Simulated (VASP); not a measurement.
The system is SiC (Moissanite).

```xyz
4
Lattice="3.0760 0.0000 0.0000 -1.5380 2.6639 0.0000 0.0000 0.0000 5.0480" Properties=species:S:1:pos:R:3 pbc="T T T"
Si    1.5380    0.8880    2.5240
Si    0.0000    1.7759    0.0000
C     1.5380    0.8880    4.4675
C     0.0000    1.7759    1.9435
```

| Quantity | Value |
| --- | --- |
| Program | VASP 6.6.1 |
| Task | relaxation of cell and atoms |
| Functional | BLYP |
| Dispersion | D3(BJ) |
| Potentials or basis | VASP PAW PBE potentials, release 64 (Si, C) |
| Cutoff | 600 eV |
| k mesh | 10 × 10 × 5 |
| Occupations | fermi-dirac, width 0.05 eV |
| Spin | no spin polarisation |

At the start: pressure -1.3 GPa; volume 10.34 Å³/atom.

Q: How do energy, volume and symmetry change on relaxing?

A: Over 6 steps the energy falls by 9.7 meV/atom and the volume is 10.27 Å³/atom (-0.7 %); space group P6_3mc (No. 186, to 0.05 Å).

The path:
```tsv
step	energy change (eV)	largest force (eV/Å)	pressure (GPa)	volume (Å³)
1	0.0000	0.7654	-1.30	41.36
2	-0.0101	0.6616	1.26	40.86
3	-0.0361	0.0516	-0.14	41.08
4	-0.0384	0.0040	0.26	41.02
5	-0.0386	0.0083	0.17	41.03
6	-0.0386	0.0066	-0.11	41.09
```

Final structure:
```yaml
crystal:
  lattice:
    - [3.06818, 0.00000, 0.00000]
    - [-1.53409, 2.65712, 0.00000]
    - [0.00000, 0.00000, 5.03962]
  atoms:
    - { symbol: Si, position: [0.66667, 0.33333, 0.50472] }
    - { symbol: Si, position: [0.33333, 0.66667, 0.00472] }
    - { symbol: C, position: [0.66667, 0.33333, 0.88028] }
    - { symbol: C, position: [0.33333, 0.66667, 0.38028] }
```

Caveat: the PAW data sets were made with another functional, which shifts forces and pressure a little.
